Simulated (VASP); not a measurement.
# Y (P6_3/mmc) in VASP: notebook

Y is run at these levels: PBEsol; tasks: single point, relaxation of cell and atoms.

Everything below comes from runs of VASP 6.6.1. Logs are shortened: lines on timing, memory, paths and dates and some standing lists are left out, and cuts for length are marked.

### 1 The cell of the first run

The structure is hexagonal, space group P6_3/mmc (No. 194). The conventional cell has a = 3.609 Å, b = 3.609 Å, c = 5.579 Å, α = 90.00°, β = 90.00°, γ = 120.00°. Y (site symmetry -6m2) has 12 Y at 3.48 to 3.61 Å within 4.6 Å.

### 2 Single point, PBEsol

INCAR reads:

```
ALGO = Normal
EDIFF = 1E-6
ENCUT = 520
GGA = PS
ISIF = 2
ISMEAR = 0
LASPH = True
LCHARG = True
LELF = True
LREAL = False
LVHAR = True
LWAVE = False
NBANDS = 18
NELM = 80
PREC = Accurate
SIGMA = 0.1
```

KPOINTS reads:

```
k-points
0
Gamma
  7 7 4
```

POSCAR reads:

```
Y
1.0
    3.6092335411      0.0000000000      0.0000000000
   -1.8046167705      3.1256879348      0.0000000000
    0.0000000000      0.0000000000      5.5785898876
Y
2
Direct
    0.3333333333      0.6666666667      0.2500000000
    0.6666666667      0.3333333333      0.7500000000
```

Potentials or basis: VASP PAW PBE potentials, release 64 (Y_sv).

On the command line:

```console
cat potpaw_PBE.64/Y_sv/POTCAR > POTCAR
mpirun -np 1 vasp_std > vasp.out
```

OUTCAR:

```text
EDIFF = 1E-6
   ENCUT = 520
   GGA = PS
   ISIF = 2
   ISMEAR = 0
   LASPH = True
   LREAL = False
   NELM = 80
   PREC = Accurate

 ion  position               nearest neighbor table
   1  0.333  0.667  0.250-   2 3.48   2 3.48   2 3.48   2 3.48   2 3.48   2 3.48
   2  0.667  0.333  0.750-   1 3.48   1 3.48   1 3.48   1 3.48   1 3.48   1 3.48

  LATTYP: Found a hexagonal cell.
 ALAT       =     3.6092335411
 C/A-ratio  =     1.5456439225

  Lattice vectors:

 A1 = (   3.6092335411,   0.0000000000,   0.0000000000)
 A2 = (  -1.8046167705,   3.1256879348,   0.0000000000)
 A3 = (   0.0000000000,   0.0000000000,   5.5785898876)

Analysis of symmetry for initial positions (statically):
=====================================================================
 Subroutine PRICEL returns:
 Original cell was already a primitive cell.

 Routine SETGRP: Setting up the symmetry group for a
 hexagonal supercell.

 Subroutine GETGRP returns: Found 24 space group operations
 (whereof 12 operations were pure point group operations)
 out of a pool of 24 trial point group operations.

The static configuration has the point symmetry D_3d.
 The point group associated with its full space group is D_6h.

Analysis of symmetry for dynamics (positions and initial velocities):
=====================================================================
 Subroutine PRICEL returns:
 Original cell was already a primitive cell.

 Routine SETGRP: Setting up the symmetry group for a
 hexagonal supercell.

 Subroutine GETGRP returns: Found 24 space group operations
 (whereof 12 operations were pure point group operations)
 out of a pool of 24 trial point group operations.

The dynamic configuration has the point symmetry D_3d.
 The point group associated with its full space group is D_6h.

 Subroutine INISYM returns: Found 24 space group operations
 (whereof 12 operations are pure point group operations),
 and found     1 'primitive' translations

----------------------------------------------------------------------------------------

                                     Primitive cell

  volume of cell :      62.9340

  direct lattice vectors                    reciprocal lattice vectors
     3.609233541  0.000000000  0.000000000     0.277067136  0.159964785  0.000000000
    -1.804616771  3.125687935  0.000000000     0.000000000  0.319929571  0.000000000
     0.000000000  0.000000000  5.578589888     0.000000000  0.000000000  0.179256769

  length of vectors
     3.609233541  3.609233541  5.578589888     0.319929571  0.319929571  0.179256769

  position of ions in fractional coordinates (direct lattice)
     0.333333333  0.666666667  0.250000000
     0.666666667  0.333333333  0.750000000

  ion indices of the primitive-cell ions
   primitive index   ion index
                 1           1
                 2           2

----------------------------------------------------------------------------------------

 KPOINTS: k-points

Automatic generation of k-mesh.
 Grid dimensions read from file:
 generate k-points for:    7    7    4

 Generating k-lattice:

  Cartesian coordinates                     Fractional coordinates (reciprocal lattice)
     0.039581019  0.022852112  0.000000000     0.142857143 -0.000000000  0.000000000
     0.000000000  0.045704224  0.000000000     0.000000000  0.142857143  0.000000000
     0.000000000  0.000000000  0.044814192     0.000000000  0.000000000  0.250000000

  Length of vectors
     0.045704224  0.045704224  0.044814192

  Shift w.r.t. Gamma in fractional coordinates (k-lattice)
     0.000000000  0.000000000  0.000000000

 Subroutine IBZKPT returns following result:
 ===========================================

 Found     24 irreducible k-points:

 Following reciprocal coordinates:
            Coordinates               Weight
  0.000000  0.000000  0.000000      1.000000
  0.142857  0.000000  0.000000      6.000000
  0.285714  0.000000  0.000000      6.000000
  0.428571  0.000000  0.000000      6.000000
  0.142857  0.142857  0.000000      6.000000
  0.285714  0.142857  0.000000     12.000000
[... 16 lines left out ...]
  0.428571  0.142857  0.500000      6.000000
  0.285714  0.285714  0.500000      6.000000
   k-points           NKPTS =     24   k-points in BZ     NKDIM =     24   number of bands    NBANDS=     18
   number of dos      NEDOS =    301   number of ions     NIONS =      2
   total plane-waves  NPLWV =  32928
   dimension x,y,z NGX =    28 NGY =   28 NGZ =   42
   dimension x,y,z NGXF=    56 NGYF=   56 NGZF=   84
   ions per type =               2
   NGX,Y,Z   is equivalent  to a cutoff of  12.90, 12.90, 12.52 a.u.
   NGXF,Y,Z  is equivalent  to a cutoff of  25.79, 25.79, 25.03 a.u.
 SYSTEM =  unknown system
   PREC   = accura    normal or accurate (medium, high low for compatibility)
   ISTART =      0    job   : 0-new  1-cont  2-samecut
   ICHARG =      2    charge: 1-file 2-atom 10-const
   ISPIN  =      1    spin polarized calculation?
   LNONCOLLINEAR =      F non collinear calculations
   LSORBIT =      F    spin-orbit coupling
   LASPH  =      T    aspherical Exc in radial PAW
   ENCUT  =  520.0 eV  38.22 Ry    6.18 a.u.   6.71  6.71 10.37*2*pi/ulx,y,z
   NELM   =     80;   NELMIN=  2; NELMDL= -5     # of ELM steps
   EDIFF  = 0.1E-05   stopping-criterion for ELM
   LREAL  =      F    real-space projection
   EDIFFG = 0.1E-04   stopping-criterion for IOM
   NSW    =      0    number of steps for IOM
   IBRION =     -1    ionic relax: 0-MD 1-quasi-New 2-CG
   NFREE  =      0    steps in history (QN), initial steepest desc. (CG)
   ISIF   =      2    stress and relaxation
   ISYM   =      2    0-nonsym 1-usesym 2-fastsym
   POTIM  = 0.5000    time-step for ionic-motion
   TEBEG  =    0.0;   TEEND  =   0.0 temperature during run
   PSTRESS=    0.0 pullay stress
   NELECT =      22.0000    total number of electrons
   NUPDOWN=      -1.0000    fix difference up-down
   EMIN   =  10.00;   EMAX   =-10.00  energy-range for DOS
   EFERMI =   0.00;   METHOD = LEGACY
   ISMEAR =     0;   SIGMA  =   0.10  broadening in eV -4-tet -1-fermi 0-gaus
   EFERMI_NEDOS =   21; number of points for ismear=-14 and -15
   IALGO  =     38    algorithm
   IMIX   =      4    mixing-type and parameters
     AMIX     =   0.40;   BMIX     =  1.00
     AMIX_MAG =   1.60;   BMIX_MAG =  1.00
  volume/ion in A,a.u.               =      31.47       212.35
  Fermi-wavevector in a.u.,A,eV,Ry     =   1.153243  2.179313 18.095323  1.329969
  Thomas-Fermi vector in A             =   2.289888
   LORBIT       =      0    0 simple, 1 ext, 2 COOP (PROOUT), +10 PAW based schemes
   GGA     = PS    functional components
   LHFCALC =     F    Hartree Fock is set to
   AEXX    =    0.0000 exact exchange contribution
   IVDW    =     0    specifies the selected vdW correction
   LEPSILON=     F    determine dielectric tensor
   LRPA    =     F    only Hartree local field effects (RPA)
 non-spin polarized calculation
 Gauss-broadening in eV      SIGMA  =   0.10
  energy-cutoff  :      520.00
  volume of cell :       62.93
 maximum number of plane-waves:      1712
 NGX is ok and might be reduce to    28
   NGX = 13   NGY = 13   NGZ = 21

 number of electron      22.0000002 magnetization

 Free energy of the ion-electron system (eV)
  ---------------------------------------------------
  ext. energy  EPLUGINS =         0.00000000
  ---------------------------------------------------
  free energy    TOTEN  =       -13.65357602 eV

  energy without entropy =      -13.63513617  energy(sigma->0) =      -13.64435610

 E-fermi :   3.1122     XC(G=0):  -9.7032

 val. band max:        3.0798736578   @ k =   0.4286   0.0000   0.2500
 cond. band min:       3.1232619554   @ k =   0.2857   0.2857   0.5000
 fundamental gap:      0.0433882976
 Fermi energy:         3.1121598064

 k-point     1 :       0.0000    0.0000    0.0000
  band No.  band energies     occupation
      1     -39.4118      2.00000
      2     -39.3175      2.00000
      3     -19.7712      2.00000
      4     -19.2252      2.00000
      5     -19.2252      2.00000
      6     -19.1141      2.00000
[... 10 lines left out ...]
     17       5.8742      0.00000
     18       5.8742      0.00000

 k-point     2 :       0.1429    0.0000    0.0000
  band No.  band energies     occupation
      1     -39.4002      2.00000
      2     -39.3141      2.00000
      3     -19.7298      2.00000
      4     -19.3037      2.00000
      5     -19.2523      2.00000
      6     -19.1962      2.00000
[... 10 lines left out ...]
     17       5.8458      0.00000
     18       5.8913      0.00000

 k-point     3 :       0.2857    0.0000    0.0000
  band No.  band energies     occupation
      1     -39.3720      2.00000
      2     -39.3084      2.00000
      3     -19.6220      2.00000
      4     -19.4814      2.00000
      5     -19.3697      2.00000
      6     -19.3092      2.00000
[... 10 lines left out ...]
     17       6.7677      0.00000
     18       6.9473      0.00000

 k-point     4 :       0.4286    0.0000    0.0000
  band No.  band energies     occupation
      1     -39.3449      2.00000
      2     -39.3081      2.00000
      3     -19.6242      2.00000
      4     -19.5010      2.00000
      5     -19.4997      2.00000
      6     -19.3523      2.00000
[... 10 lines left out ...]
     17       8.2217      0.00000
     18       8.2469      0.00000

 k-point     5 :       0.1429    0.1429    0.0000
  band No.  band energies     occupation
      1     -39.3802      2.00000
      2     -39.3096      2.00000
      3     -19.6548      2.00000
      4     -19.3997      2.00000
      5     -19.3734      2.00000
      6     -19.2563      2.00000
[... 10 lines left out ...]
     17       6.2044      0.00000
     18       6.8366      0.00000

 k-point     6 :       0.2857    0.1429    0.0000
  band No.  band energies     occupation
      1     -39.3517      2.00000
      2     -39.3074      2.00000
      3     -19.5512      2.00000
      4     -19.5343      2.00000
      5     -19.4704      2.00000
      6     -19.3466      2.00000
[... 10 lines left out ...]
     17       7.5051      0.00000
     18       8.2154      0.00000

 k-point     7 :       0.4286    0.1429    0.0000
  band No.  band energies     occupation
      1     -39.3351      2.00000
      2     -39.3103      2.00000
      3     -19.6225      2.00000
      4     -19.4974      2.00000
      5     -19.4508      2.00000
      6     -19.3985      2.00000
[... 10 lines left out ...]
     17       8.2671      0.00000
     18       8.6861      0.00000

 k-point     8 :       0.2857    0.2857    0.0000
  band No.  band energies     occupation
      1     -39.3297      2.00000
      2     -39.3124      2.00000
      3     -19.5754      2.00000
      4     -19.4908      2.00000
      5     -19.4208      2.00000
      6     -19.4205      2.00000
[... 10 lines left out ...]
     17       8.0608      0.00000
     18       8.5095      0.00000
[... 229 lines left out ...]
     17       7.6208      0.00000
     18       7.6219      0.00000

 k-point    20 :       0.4286    0.0000    0.5000
  band No.  band energies     occupation
      1     -39.3265      2.00000
      2     -39.3265      2.00000
      3     -19.6868      2.00000
      4     -19.6868      2.00000
      5     -19.2622      2.00000
      6     -19.2622      2.00000
[... 10 lines left out ...]
     17       8.3110      0.00000
     18       8.3343      0.00000

 k-point    21 :       0.1429    0.1429    0.5000
  band No.  band energies     occupation
      1     -39.3450      2.00000
      2     -39.3450      2.00000
      3     -19.5289      2.00000
      4     -19.5289      2.00000
      5     -19.2544      2.00000
      6     -19.2544      2.00000
[... 10 lines left out ...]
     17       7.4238      0.00000
     18       7.4238      0.00000

 k-point    22 :       0.2857    0.1429    0.5000
  band No.  band energies     occupation
      1     -39.3296      2.00000
      2     -39.3296      2.00000
      3     -19.6323      2.00000
      4     -19.6323      2.00000
      5     -19.3196      2.00000
      6     -19.3196      2.00000
[... 10 lines left out ...]
     17       7.9650      0.00000
     18       7.9650      0.00000

 k-point    23 :       0.4286    0.1429    0.5000
  band No.  band energies     occupation
      1     -39.3227      2.00000
      2     -39.3227      2.00000
      3     -19.6805      2.00000
      4     -19.6805      2.00000
      5     -19.3488      2.00000
      6     -19.3488      2.00000
[... 10 lines left out ...]
     17       8.1276      0.00000
     18       8.1276      0.00000

 k-point    24 :       0.2857    0.2857    0.5000
  band No.  band energies     occupation
      1     -39.3210      2.00000
      2     -39.3210      2.00000
      3     -19.6393      2.00000
      4     -19.6393      2.00000
      5     -19.4256      2.00000
      6     -19.4256      2.00000
[... 10 lines left out ...]
     17       7.9535      0.00000
     18       7.9535      0.00000

------------------------ aborting loop because EDIFF is reached ----------------------------------------

  FORCE on cell =-STRESS in cart. coord.  units (eV):
  Direction    XX          YY          ZZ          XY          YZ          ZX
  --------------------------------------------------------------------------------------
  -------------------------------------------------------------------------------------
  Total       -0.0468323     -0.0468323     -0.0467301     -0.0000000      0.0000000      0.0000000
  in kB       -1.1922594     -1.1922594     -1.1896584     -0.0000000      0.0000000      0.0000000
  external PRESSURE =      -1.1913924 kB  Pullay stress =       0.0000000 kB

 VOLUME and BASIS-vectors are now :
 -----------------------------------------------------------------------------
  energy-cutoff  :      520.00
  volume of cell :       62.93
      direct lattice vectors                 reciprocal lattice vectors
     3.609233541  0.000000000  0.000000000     0.277067136  0.159964785  0.000000000
    -1.804616771  3.125687935  0.000000000     0.000000000  0.319929571  0.000000000
     0.000000000  0.000000000  5.578589888     0.000000000  0.000000000  0.179256769

 POSITION                                       TOTAL-FORCE (eV/Angst)
 -----------------------------------------------------------------------------------
     -0.00000      2.08379      1.39465        -0.000000     -0.000000      0.000000
      1.80462      1.04190      4.18394         0.000000      0.000000      0.000000
 -----------------------------------------------------------------------------------
    total drift:                               -0.000000      0.000000     -0.000000

  FREE ENERGIE OF THE ION-ELECTRON SYSTEM (eV)
  ---------------------------------------------------
  free  energy   TOTEN  =       -13.6535760234 eV

  energy  without entropy=      -13.6351361727  energy(sigma->0) =      -13.64435610
```

Run time: 51 s. Hardware: 1 thread of AMD EPYC 7R13, shared host; peak memory 0.17 GiB.

What came out:

```yaml
Free_energy: -13.6536 eV
Pressure: -0.1 GPa
Band_gap_on_the_k_mesh: zero (bands 11 and 12 overlap by 1.62 eV)
```

Levels at points of the mesh, in eV from the Fermi level:
```
           k point  band 6  band 7  band 8  band 9  band 10  band 11  band 12  band 13  band 14  band 15
(0.00, 0.00, 0.00)  -22.23  -22.23  -22.17   -4.79    -1.94     1.12     1.72     1.72     2.18     2.39
(0.00, 0.00, 0.50)  -22.28  -22.28  -22.28   -3.26    -3.26     1.00     1.00     1.62     1.62     1.62
```

Caveat: the PAW data sets were made with another functional, which shifts forces and pressure a little.

### 3 Relaxation of cell and atoms, PBEsol

This run uses another cell than the first one, of 33.01 Å³/atom.

INCAR reads:

```
SYSTEM = Y
PREC = Accurate
ENCUT = 600
EDIFF = 1E-6
ISMEAR = 0
SIGMA = 0.1
LREAL = .FALSE.
LASPH = .TRUE.
NELM = 80
ALGO = Normal
ISIF = 3
LWAVE = .FALSE.
LCHARG = .FALSE.
GGA = PS
IBRION = 2
NSW = 80
EDIFFG = -0.02
```

KPOINTS reads:

```
regular mesh
0
G
  7 7 4
  0 0 0
```

POSCAR reads:

```
Y
1.0
    3.6474000000      0.0000000000      0.0000000000
   -1.8237000000      3.1587410000      0.0000000000
    0.0000000000      0.0000000000      5.7306000000
Y
2
Direct
    0.3333333333      0.6666666667      0.2500000000
    0.6666666667      0.3333333333      0.7500000000
```

Potentials or basis: VASP PAW PBE potentials, release 64 (Y_sv).

On the command line:

```console
cat potpaw_PBE.64/Y_sv/POTCAR > POTCAR
mpirun -np 1 vasp_std > vasp.out
```

Run time: 3.5 min. Hardware: 1 thread of AMD EPYC 7R13, shared host; peak memory 0.2 GiB.

Results (log left out):

- Free energy: -13.6540 eV
- Relaxed volume: 31.34 Å³/atom
- Relaxed cell: a = 3.604 Å, b = 3.604 Å, c = 5.571 Å, α = 90.00°, β = 90.00°, γ = 120.00°
- Space group after relaxing (to 0.1 Å): P6_3/mmc (No. 194)
- Energy gained by relaxing: 12.0 meV/atom
- Ionic steps: 6
- Pressure after relaxing: 0.0 GPa
- Band gap on the k mesh: zero (bands 11 and 12 overlap by 1.64 eV)

The path:
```csv
step,energy change (eV),largest force (eV/Å),pressure (GPa),volume (Å³)
1,0.0000,0.0000,-2.09,66.02
2,-0.0225,0.0000,0.56,62.00
3,-0.0235,0.0000,0.01,62.68
4,-0.0235,0.0000,0.10,62.61
5,-0.0239,0.0000,0.06,62.65
6,-0.0241,0.0000,0.04,62.68
```

Final structure:
```cif
data_structure
_symmetry_space_group_name_H-M 'P 1'
_symmetry_Int_Tables_number 1
_cell_length_a 3.6044
_cell_length_b 3.6044
_cell_length_c 5.5714
_cell_angle_alpha 90.000
_cell_angle_beta 90.000
_cell_angle_gamma 120.000
_cell_volume 62.68
loop_
_atom_site_label
_atom_site_type_symbol
_atom_site_fract_x
_atom_site_fract_y
_atom_site_fract_z
_atom_site_occupancy
Y1 Y 0.33333 0.66667 0.25000 1
Y2 Y 0.66667 0.33333 0.75000 1
```

Levels at points of the mesh, in eV from the Fermi level:
```tsv
k point	band 8	band 9	band 10	band 11	band 12	band 13
(0.00, 0.00, 0.00)	-22.16	-4.79	-1.95	1.13	1.73	1.73
(0.00, 0.00, 0.50)	-22.27	-3.27	-3.27	1.00	1.00	1.62
```

Caveat: the PAW data sets were made with another functional, which shifts forces and pressure a little.

The gap in the log of VASP goes by the Fermi energy; the results here count the filled bands.